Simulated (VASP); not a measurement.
# PdI in VASP: a series of runs, part 3 of 4

VASP 6.6.1. The steps go on from the part before.

### Step 4. Relaxation of cell and atoms, PBE

INCAR reads:

```
SYSTEM = PdI
PREC = Accurate
ENCUT = 500
EDIFF = 1E-7
ISMEAR = 0
SIGMA = 0.1
LREAL = .False.
LASPH = .True.
NELM = 120
ALGO = Normal
ISIF = 3
LWAVE = .False.
LCHARG = .False.
GGA = PE
IBRION = 2
NSW = 90
EDIFFG = -0.04
GGA_COMPAT = .False.
NELMIN = 4
```

KPOINTS reads:

```
Automatic mesh
0
Gamma
  4 4 4
  0 0 0
```

POSCAR reads:

```
PdI
1.0
    3.8769215503      0.0000000000      0.0000000000
    0.0000000000      3.8769215503      0.0000000000
    0.0000000000      0.0000000000      3.8769215503
Pd I
1 1
Direct
    0.0000000000      0.0000000000      0.0000000000
    0.5000000000      0.5000000000      0.5000000000
```

Potentials or basis: VASP PAW PBE potentials, release 64 (Pd, I).

On the command line:

```sh
cat potpaw_PBE.64/Pd/POTCAR potpaw_PBE.64/I/POTCAR > POTCAR
mpirun -np 1 vasp_std > vasp.out
```

OUTCAR:

```text
SYSTEM = PdI
   PREC = Accurate
   ENCUT = 500
   EDIFF = 1E-7
   ISMEAR = 0
   LREAL = .False.
   LASPH = .True.
   NELM = 120
   ISIF = 3
   GGA = PE
   IBRION = 2
   NSW = 90
   EDIFFG = -0.04
   NELMIN = 4

 ion  position               nearest neighbor table
   1  0.000  0.000  0.000-   2 3.36   2 3.36   2 3.36   2 3.36   2 3.36   2 3.36   2 3.36   2 3.36

   2  0.500  0.500  0.500-   1 3.36   1 3.36   1 3.36   1 3.36   1 3.36   1 3.36   1 3.36   1 3.36

  LATTYP: Found a simple cubic cell.
 ALAT       =     3.8769215503

  Lattice vectors:

 A1 = (   3.8769215503,   0.0000000000,   0.0000000000)
 A2 = (   0.0000000000,   3.8769215503,   0.0000000000)
 A3 = (   0.0000000000,   0.0000000000,   3.8769215503)

Analysis of symmetry for initial positions (statically):
=====================================================================
 Subroutine PRICEL returns:
 Original cell was already a primitive cell.

 Routine SETGRP: Setting up the symmetry group for a
 simple cubic supercell.

 Subroutine GETGRP returns: Found 48 space group operations
 (whereof 48 operations were pure point group operations)
 out of a pool of 48 trial point group operations.

The static configuration has the point symmetry O_h .

Analysis of symmetry for dynamics (positions and initial velocities):
=====================================================================
 Subroutine PRICEL returns:
 Original cell was already a primitive cell.

 Routine SETGRP: Setting up the symmetry group for a
 simple cubic supercell.

 Subroutine GETGRP returns: Found 48 space group operations
 (whereof 48 operations were pure point group operations)
 out of a pool of 48 trial point group operations.

The dynamic configuration has the point symmetry O_h .

 Subroutine INISYM returns: Found 48 space group operations
 (whereof 48 operations are pure point group operations),
 and found     1 'primitive' translations

----------------------------------------------------------------------------------------

                                     Primitive cell

  volume of cell :      58.2721

  direct lattice vectors                    reciprocal lattice vectors
     3.876921550  0.000000000  0.000000000     0.257936610  0.000000000  0.000000000
     0.000000000  3.876921550  0.000000000     0.000000000  0.257936610  0.000000000
     0.000000000  0.000000000  3.876921550     0.000000000  0.000000000  0.257936610

  length of vectors
     3.876921550  3.876921550  3.876921550     0.257936610  0.257936610  0.257936610

  position of ions in fractional coordinates (direct lattice)
     0.000000000  0.000000000  0.000000000
     0.500000000  0.500000000  0.500000000

  ion indices of the primitive-cell ions
   primitive index   ion index
                 1           1
                 2           2

----------------------------------------------------------------------------------------

 KPOINTS: Automatic mesh

Automatic generation of k-mesh.
 Grid dimensions read from file:
 generate k-points for:    4    4    4

 Generating k-lattice:

  Cartesian coordinates                     Fractional coordinates (reciprocal lattice)
     0.064484152  0.000000000  0.000000000     0.250000000  0.000000000  0.000000000
     0.000000000  0.064484152  0.000000000     0.000000000  0.250000000  0.000000000
     0.000000000  0.000000000  0.064484152     0.000000000  0.000000000  0.250000000

  Length of vectors
     0.064484152  0.064484152  0.064484152

  Shift w.r.t. Gamma in fractional coordinates (k-lattice)
     0.000000000  0.000000000  0.000000000

 Subroutine IBZKPT returns following result:
 ===========================================

 Found     10 irreducible k-points:

 Following reciprocal coordinates:
            Coordinates               Weight
  0.000000  0.000000  0.000000      1.000000
  0.250000  0.000000  0.000000      6.000000
  0.500000  0.000000  0.000000      3.000000
  0.250000  0.250000  0.000000     12.000000
  0.500000  0.250000  0.000000     12.000000
  0.500000  0.500000  0.000000      3.000000
  0.250000  0.250000  0.250000      8.000000
  0.500000  0.250000  0.250000     12.000000
  0.500000  0.500000  0.250000      6.000000
  0.500000  0.500000  0.500000      1.000000
   k-points           NKPTS =     10   k-points in BZ     NKDIM =     10   number of bands    NBANDS=     12
   number of dos      NEDOS =    301   number of ions     NIONS =      2
   total plane-waves  NPLWV =  21952
   dimension x,y,z NGX =    28 NGY =   28 NGZ =   28
   dimension x,y,z NGXF=    56 NGYF=   56 NGZF=   56
   ions per type =               1   1
   NGX,Y,Z   is equivalent  to a cutoff of  12.01, 12.01, 12.01 a.u.
   NGXF,Y,Z  is equivalent  to a cutoff of  24.01, 24.01, 24.01 a.u.
 SYSTEM =  PdI
   PREC   = accura    normal or accurate (medium, high low for compatibility)
   ISTART =      0    job   : 0-new  1-cont  2-samecut
   ICHARG =      2    charge: 1-file 2-atom 10-const
   ISPIN  =      1    spin polarized calculation?
   LNONCOLLINEAR =      F non collinear calculations
   LSORBIT =      F    spin-orbit coupling
   LASPH  =      T    aspherical Exc in radial PAW
   ENCUT  =  500.0 eV  36.75 Ry    6.06 a.u.   7.07  7.07  7.07*2*pi/ulx,y,z
   NELM   =    120;   NELMIN=  4; NELMDL= -5     # of ELM steps
   EDIFF  = 0.1E-06   stopping-criterion for ELM
   LREAL  =      F    real-space projection
   EDIFFG = -.4E-01   stopping-criterion for IOM
   NSW    =     90    number of steps for IOM
   IBRION =      2    ionic relax: 0-MD 1-quasi-New 2-CG
   NFREE  =      1    steps in history (QN), initial steepest desc. (CG)
   ISIF   =      3    stress and relaxation
   ISYM   =      2    0-nonsym 1-usesym 2-fastsym
   POTIM  = 0.5000    time-step for ionic-motion
   TEBEG  =    0.0;   TEEND  =   0.0 temperature during run
   PSTRESS=    0.0 pullay stress
   NELECT =      17.0000    total number of electrons
   NUPDOWN=      -1.0000    fix difference up-down
   EMIN   =  10.00;   EMAX   =-10.00  energy-range for DOS
   EFERMI =   0.00;   METHOD = LEGACY
   ISMEAR =     0;   SIGMA  =   0.10  broadening in eV -4-tet -1-fermi 0-gaus
   EFERMI_NEDOS =   21; number of points for ismear=-14 and -15
   IALGO  =     38    algorithm
   IMIX   =      4    mixing-type and parameters
     AMIX     =   0.40;   BMIX     =  1.00
     AMIX_MAG =   1.60;   BMIX_MAG =  1.00
  volume/ion in A,a.u.               =      29.14       196.62
  Fermi-wavevector in a.u.,A,eV,Ry     =   1.085769  2.051806 16.039833  1.178894
  Thomas-Fermi vector in A             =   2.221890
   LORBIT       =      0    0 simple, 1 ext, 2 COOP (PROOUT), +10 PAW based schemes
   GGA     = PE    functional components
   LHFCALC =     F    Hartree Fock is set to
   AEXX    =    0.0000 exact exchange contribution
   IVDW    =     0    specifies the selected vdW correction
   LEPSILON=     F    determine dielectric tensor
   LRPA    =     F    only Hartree local field effects (RPA)
 conjugate gradient relaxation of ions
 non-spin polarized calculation
 Gauss-broadening in eV      SIGMA  =   0.10
  energy-cutoff  :      500.00
  volume of cell :       58.27
 maximum number of plane-waves:      1498
   NGX = 15   NGY = 15   NGZ = 15

--------------------------------------- Ionic step        1  -------------------------------------------

 number of electron      17.0000005 magnetization

 Free energy of the ion-electron system (eV)
  ---------------------------------------------------
  ext. energy  EPLUGINS =         0.00000000
  ---------------------------------------------------
  free energy    TOTEN  =        -5.61879868 eV

  energy without entropy =       -5.59547605  energy(sigma->0) =       -5.60713736

 E-fermi :   4.7704     XC(G=0):  -9.6588

 val. band max:        4.7584511887   @ k =   0.5000   0.5000   0.2500
 cond. band min:       4.7802180250   @ k =   0.5000   0.2500   0.0000
 fundamental gap:      0.0217668363
 Fermi energy:         4.7703524020

 k-point     1 :       0.0000    0.0000    0.0000
  band No.  band energies     occupation
      1      -8.3591      2.00000
      2       3.1105      2.00000
      3       3.1105      2.00000
      4       3.3013      2.00000
      5       3.3013      2.00000
      6       3.3013      2.00000
      7       3.7550      2.00000
      8       3.7550      2.00000
      9       3.7550      2.00000
     10       5.1799      0.00000
     11      11.2662      0.00000
     12      11.2662      0.00000
[... 202 lines left out ...]
  energy  without entropy=       -5.9714215079  energy(sigma->0) =       -5.97996486

--------------------------------------- Ionic step        3  -------------------------------------------

 number of electron      16.9999998 magnetization

 Free energy of the ion-electron system (eV)
  ---------------------------------------------------
  ext. energy  EPLUGINS =         0.00000000
  ---------------------------------------------------
  free energy    TOTEN  =        -6.00043860 eV

  energy without entropy =       -5.98498861  energy(sigma->0) =       -5.99271361

 E-fermi :   8.0804     XC(G=0): -10.8618

 val. band max:        8.0164579466   @ k =   0.5000   0.5000   0.2500
 cond. band min:       8.1419476257   @ k =   0.5000   0.2500   0.0000
 fundamental gap:      0.1254896791
 Fermi energy:         8.0803845931

 k-point     1 :       0.0000    0.0000    0.0000
  band No.  band energies     occupation
      1      -6.6249      2.00000
      2       5.2290      2.00000
      3       5.2290      2.00000
      4       6.0165      2.00000
      5       6.0165      2.00000
      6       6.0165      2.00000
      7       6.3320      2.00000
      8       6.3320      2.00000
      9       6.3320      2.00000
     10       8.7543      0.00000
     11      14.2648      0.00000
     12      14.2648      0.00000
[... 162 lines left out ...]
  FREE ENERGIE OF THE ION-ELECTRON SYSTEM (eV)
  ---------------------------------------------------
  free  energy   TOTEN  =        -6.0004386036 eV

  energy  without entropy=       -5.9849886137  energy(sigma->0) =       -5.99271361

 reached required accuracy - stopping structural energy minimisation
```

CONTCAR:

```text
PdI
   1.00000000000000
     3.5809336993567378    0.0000000000000000    0.0000000000000000
     0.0000000000000000    3.5809336993567378    0.0000000000000000
     0.0000000000000000    0.0000000000000000    3.5809336993567378
  Pd              I
     1     1
Direct
     0.0000000000000000    0.0000000000000000    0.0000000000000000
     0.5000000000000000    0.5000000000000000    0.5000000000000000

  0.00000000E+00  0.00000000E+00  0.00000000E+00
  0.00000000E+00  0.00000000E+00  0.00000000E+00
```

Run time: 29 s. Hardware: 1 thread of Intel Xeon 8259CL, shared host; peak memory 0.16 GiB.

What came out:

| Item | Value |
| --- | --- |
| Free energy | -6.0004 eV |
| Relaxed volume | 22.96 Å³/atom |
| Relaxed cell | a = 3.581 Å, b = 3.581 Å, c = 3.581 Å, α = 90.00°, β = 90.00°, γ = 90.00° |
| Space group after relaxing (to 0.05 Å) | Pm-3m (No. 221) |
| Energy gained by relaxing | 190.8 meV/atom |
| Ionic steps | 3 |
| Pressure after relaxing | -0.1 GPa |

Step by step:
| step | energy change (eV) | largest force (eV/Å) | pressure (GPa) | volume (Å³) |
| --- | --- | --- | --- | --- |
| 1 | 0.0000 | 0.0000 | -7.44 | 58.27 |
| 2 | -0.3697 | 0.0000 | -2.10 | 47.59 |
| 3 | -0.3816 | 0.0000 | -0.09 | 45.92 |

Final structure:
```yaml
crystal:
  lattice:
    - [3.58093, 0.00000, 0.00000]
    - [0.00000, 3.58093, 0.00000]
    - [0.00000, 0.00000, 3.58093]
  atoms:
    - { symbol: Pd, position: [0.00000, 0.00000, 0.00000] }
    - { symbol: I, position: [0.50000, 0.50000, 0.50000] }
```

Levels at points of the mesh, in eV from the Fermi level:
```tsv
k point	band 6	band 7	band 8	band 9	band 10	band 11	band 12
(0.00, 0.00, 0.00)	-2.06	-1.75	-1.75	-1.75	0.67	6.18	6.18
(0.50, 0.00, 0.00)	-1.70	-1.26	0.59	0.59	3.96	5.60	5.67
(0.50, 0.50, 0.00)	-2.15	-1.82	-1.27	-0.76	0.90	8.03	8.03
(0.50, 0.50, 0.50)	-1.24	0.10	0.10	0.10	2.00	2.00	2.00
```

Caveat: the k points lie up to 0.44 Å⁻¹ apart in the final cell; the volume moved by over 15 % at a fixed basis, so the end points are rough; spin-orbit coupling is left out, which moves the levels of the heavy elements; an odd number of electrons without spin polarisation forces a metal; a magnetic or distorted state may lie lower.

### Step 5. Relaxation of cell and atoms, PBE

This run uses another cell than the first one, of 22.80 Å³/atom, 0.783 times its volume.

INCAR reads:

```
SYSTEM = PdI
  PREC = Accurate
  ENCUT = 500
  EDIFF = 1E-7
  ISMEAR = 0
  SIGMA = 0.1
  LREAL = .FALSE.
  LASPH = .TRUE.
  NELM = 120
  ALGO = Normal
  ISIF = 3
  LWAVE = .FALSE.
  LCHARG = .FALSE.
  GGA = PE
  IBRION = 2
  NSW = 90
  EDIFFG = -0.04
  GGA_COMPAT = .FALSE.
  NELMIN = 4
```

KPOINTS reads:

```
Automatic mesh
0
G
  6 6 6
  0 0 0
```

POSCAR reads:

```
PdI
1.0
    3.5728796782      0.0000000000      0.0000000000
    0.0000000000      3.5728796782      0.0000000000
    0.0000000000      0.0000000000      3.5728796782
Pd I
1 1
Direct
    0.5000000000      0.5000000000      0.5000000000
    0.0000000000      0.0000000000      0.0000000000
```

Potentials or basis: VASP PAW PBE potentials, release 64 (Pd, I).

On the command line:

```sh
cat potpaw_PBE.64/Pd/POTCAR potpaw_PBE.64/I/POTCAR > POTCAR
mpirun -np 1 vasp_std > vasp.out
```

OUTCAR:

```text
SYSTEM = PdI
   PREC = Accurate
   ENCUT = 500
   EDIFF = 1E-7
   ISMEAR = 0
   LREAL = .FALSE.
   LASPH = .TRUE.
   NELM = 120
   ISIF = 3
   GGA = PE
   IBRION = 2
   NSW = 90
   EDIFFG = -0.04
   NELMIN = 4

 ion  position               nearest neighbor table
   1  0.500  0.500  0.500-   2 3.09   2 3.09   2 3.09   2 3.09   2 3.09   2 3.09   2 3.09   2 3.09

   2  0.000  0.000  0.000-   1 3.09   1 3.09   1 3.09   1 3.09   1 3.09   1 3.09   1 3.09   1 3.09

  LATTYP: Found a simple cubic cell.
 ALAT       =     3.5728796782

  Lattice vectors:

 A1 = (   3.5728796782,   0.0000000000,   0.0000000000)
 A2 = (   0.0000000000,   3.5728796782,   0.0000000000)
 A3 = (   0.0000000000,   0.0000000000,   3.5728796782)

Analysis of symmetry for initial positions (statically):
=====================================================================
 Subroutine PRICEL returns:
 Original cell was already a primitive cell.

 Routine SETGRP: Setting up the symmetry group for a
 simple cubic supercell.

[... 172 lines left out ...]
      1      -6.5868      2.00000
      2       5.2869      2.00000
      3       5.2869      2.00000
      4       6.0925      2.00000
      5       6.0925      2.00000
      6       6.0925      2.00000
      7       6.4016      2.00000
      8       6.4016      2.00000
      9       6.4016      2.00000
     10       8.8683      0.00000
     11      14.3521      0.00000
     12      14.3521      0.00000
[... 271 lines left out ...]
 k-point    20 :       0.5000    0.5000    0.5000
  band No.  band energies     occupation
      1      -4.3145      2.00000
      2       2.5418      2.00000
      3       2.5418      2.00000
      4       2.5418      2.00000
      5       6.9139      2.00000
      6       6.9139      2.00000
      7       8.2681      0.03130
      8       8.2681      0.03130
      9       8.2681      0.03130
     10      10.1570      0.00000
     11      10.1570      0.00000
     12      10.1570      0.00000

------------------------ aborting loop because EDIFF is reached ----------------------------------------

  FORCE on cell =-STRESS in cart. coord.  units (eV):
  Direction    XX          YY          ZZ          XY          YZ          ZX
  --------------------------------------------------------------------------------------
  -------------------------------------------------------------------------------------
  Total        0.0153624      0.0153624      0.0153624      0.0000000     -0.0000000     -0.0000000
  in kB        0.5396522      0.5396522      0.5396522      0.0000000     -0.0000000     -0.0000000
  external PRESSURE =       0.5396522 kB  Pullay stress =       0.0000000 kB

 VOLUME and BASIS-vectors are now :
 -----------------------------------------------------------------------------
  energy-cutoff  :      500.00
  volume of cell :       45.61
      direct lattice vectors                 reciprocal lattice vectors
     3.572879678  0.000000000  0.000000000     0.279886279  0.000000000  0.000000000
     0.000000000  3.572879678  0.000000000     0.000000000  0.279886279  0.000000000
     0.000000000  0.000000000  3.572879678     0.000000000  0.000000000  0.279886279

 POSITION                                       TOTAL-FORCE (eV/Angst)
 -----------------------------------------------------------------------------------
      1.78644      1.78644      1.78644         0.000000      0.000000      0.000000
      0.00000      0.00000      0.00000         0.000000      0.000000      0.000000
 -----------------------------------------------------------------------------------
    total drift:                                0.000000      0.000000      0.000000

  FREE ENERGIE OF THE ION-ELECTRON SYSTEM (eV)
  ---------------------------------------------------
  free  energy   TOTEN  =        -6.0208316026 eV

  energy  without entropy=       -6.0078519297  energy(sigma->0) =       -6.01434177

 reached required accuracy - stopping structural energy minimisation
```

OSZICAR:

```text
N       E                     dE             d eps       ncg     rms          rms(c)
DAV:   1     0.794307806474E+02    0.79431E+02   -0.71615E+03   480   0.115E+03
DAV:   2    -0.329711319633E+01   -0.82728E+02   -0.76495E+02   544   0.228E+02
DAV:   3    -0.603297011355E+01   -0.27359E+01   -0.26299E+01   548   0.413E+01
DAV:   4    -0.605876232165E+01   -0.25792E-01   -0.25781E-01   540   0.476E+00
DAV:   5    -0.605912333285E+01   -0.36101E-03   -0.36100E-03   556   0.581E-01    0.923E+00
DAV:   6    -0.602974595026E+01    0.29377E-01   -0.12952E-01   512   0.426E+00    0.560E+00
DAV:   7    -0.603100531079E+01   -0.12594E-02   -0.14088E-01   504   0.455E+00    0.290E+00
DAV:   8    -0.602114973226E+01    0.98556E-02   -0.22324E-02   496   0.199E+00    0.283E-01
DAV:   9    -0.602087141753E+01    0.27831E-03   -0.30392E-03   536   0.518E-01    0.278E-01
DAV:  10    -0.602088493628E+01   -0.13519E-04   -0.29973E-05   544   0.503E-02    0.309E-01
DAV:  11    -0.602083721302E+01    0.47723E-04   -0.67994E-05   524   0.971E-02    0.111E-01
DAV:  12    -0.602083166376E+01    0.55493E-05   -0.19821E-05   508   0.299E-02    0.277E-02
DAV:  13    -0.602083160260E+01    0.61159E-07   -0.35433E-07   540   0.561E-03
   1 F= -.60208316E+01 E0= -.60143418E+01  d E =-.602083E+01
```

CONTCAR:

```text
PdI
   1.00000000000000
     3.5728796782000001    0.0000000000000000    0.0000000000000000
     0.0000000000000000    3.5728796782000001    0.0000000000000000
     0.0000000000000000    0.0000000000000000    3.5728796782000001
  Pd              I
     1     1
Direct
     0.5000000000000000    0.5000000000000000    0.5000000000000000
     0.0000000000000000    0.0000000000000000    0.0000000000000000

  0.00000000E+00  0.00000000E+00  0.00000000E+00
  0.00000000E+00  0.00000000E+00  0.00000000E+00
```

It took 17 s on 1 thread of Intel Xeon 8259CL, shared host; peak memory 0.16 GiB.

What came out:

| Item | Value |
| --- | --- |
| Free energy | -6.0208 eV |
| Pressure after relaxing | 0.1 GPa |

Final structure:
```
Pd I
1.0
     3.57288    0.00000    0.00000
     0.00000    3.57288    0.00000
     0.00000    0.00000    3.57288
Pd I
1 1
Direct
  0.50000 0.50000 0.50000
  0.00000 0.00000 0.00000
```

Caveat: the relaxation stopped at its first step, so nothing moved; spin-orbit coupling is left out, which moves the levels of the heavy elements; an odd number of electrons without spin polarisation forces a metal; a magnetic or distorted state may lie lower.

(Continued in part 4 of 4.)
